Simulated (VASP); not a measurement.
## MgO: single point with PBEsol

The system is MgO.

```
Mg O
1.0
     3.48638    0.00000    0.00000
    -1.74319    3.01929    0.00000
     0.00000    0.00000    4.17804
Mg O
2 2
Direct
  0.66667 0.33333 0.75000
  0.33333 0.66667 0.25000
  0.66667 0.33333 0.25000
  0.33333 0.66667 0.75000
```

```json
{
  "Program": "VASP 6.6.1",
  "Task": "single point",
  "Functional": "PBEsol",
  "Potentials or basis": "VASP PAW PBE potentials, release 64 (Mg, O)",
  "Cutoff": "520 eV",
  "k mesh": "6 × 6 × 4",
  "Occupations": "fermi-dirac, width 0.1 eV",
  "Spin": "no spin polarisation",
  "Dipole correction": "no",
  "Further INCAR settings": "ALGO = Normal; EDIFF = 1e-06; NBANDS = 16"
}
```

```yaml
Pressure: 0.8 GPa
Band_gap_on_the_k_mesh: 3.31 eV, direct
```

Stress tensor (GPa, compression positive):
```
0.66 0.00 0.00
0.00 0.66 0.00
0.00 0.00 0.95
```

Levels at points of the mesh, in eV from the valence-band top:
```tsv
k point	band 5	band 6	band 7	band 8	band 9	band 10	band 11	band 12
(0.00, 0.00, 0.00)	-1.76	-0.81	-0.81	0.00	3.31	9.39	12.11	12.41
(0.50, 0.00, 0.00)	-2.37	-1.98	-1.32	-0.53	6.84	9.01	9.68	12.05
(0.00, 0.00, 0.50)	-1.30	-1.30	-1.30	-1.30	6.35	6.35	12.77	12.77
(0.50, 0.00, 0.50)	-1.56	-1.56	-0.83	-0.83	7.17	7.17	11.89	11.89
```

Run time: 14 s on 1 thread of Intel(R) Xeon(R) Platinum 8259CL CPU @ 2.50GHz (Skylake/Cascade Lake), on a shared host, peak memory 0.17 GiB.

Caveat: the PAW data sets were made with another functional, which shifts forces and pressure a little.
